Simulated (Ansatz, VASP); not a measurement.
## Two plane-wave programs on Ni

File INCAR:

```
SYSTEM = Ni
PREC = Accurate
ENCUT = 520
EDIFF = 1E-7
ISMEAR = 0
SIGMA = 0.05
LREAL = .False.
LASPH = .True.
NELM = 60
ALGO = Normal
ISIF = 2
LWAVE = .False.
LCHARG = .False.
GGA = PE
NBANDS = 11
```

The input KPOINTS:

```
Automatic mesh
0
Gamma
  22 22 22
  0 0 0
```

POSCAR

```
Ni
1.0
    0.0000000000      1.7593096190      1.7593096190
    1.7593096190      0.0000000000      1.7593096190
    1.7593096190      1.7593096190      0.0000000000
Ni
1
Direct
    0.0000000000      0.0000000000      0.0000000000
```

Input for Ansatz:

```yaml
crystal:
  lattice:
    - [0.0, 1.759309619, 1.759309619]
    - [1.759309619, 0.0, 1.759309619]
    - [1.759309619, 1.759309619, 0.0]
  atoms:
    - { symbol: Ni, position: [0.0, 0.0, 0.0] }
basis:
  ecutwfc: 420
  ecutrho_ratio: 4
kpoints:
  mp_grid: { grid: [22, 22, 22] }
hamiltonian:
  xc: pbe
scf:
  occupations: { method: gaussian, width: 0.05 }
output:
  forces: true
  stress: true
  eigenvalues: true
```

Alike in both runs: task single point; functional PBE; k mesh 22 × 22 × 22; occupations gaussian, width 0.05 eV; no spin polarisation.

|  | VASP | Ansatz |
| --- | --- | --- |
| version | VASP 6.6.1 | Ansatz 0.2.0 |
| potentials or method | VASP PAW PBE potentials, release 64 (Ni), cutoff 520 eV | scalar-relativistic, plane waves, PAW |
| valence electrons in the cell | 10 | 18 |

|  | VASP | Ansatz | Ansatz less VASP |
| --- | --- | --- | --- |
| gap on the k mesh at the Fermi level (eV) | none | none | - |
| pressure (GPa) | -1.3 | -1.3 | -0.04 |

A gap of «none» marks a metal or a gap that the smearing closes. VASP's potentials hold 10 valence electrons a cell and Ansatz's 18, so a difference there can come from the potentials and not from the codes.
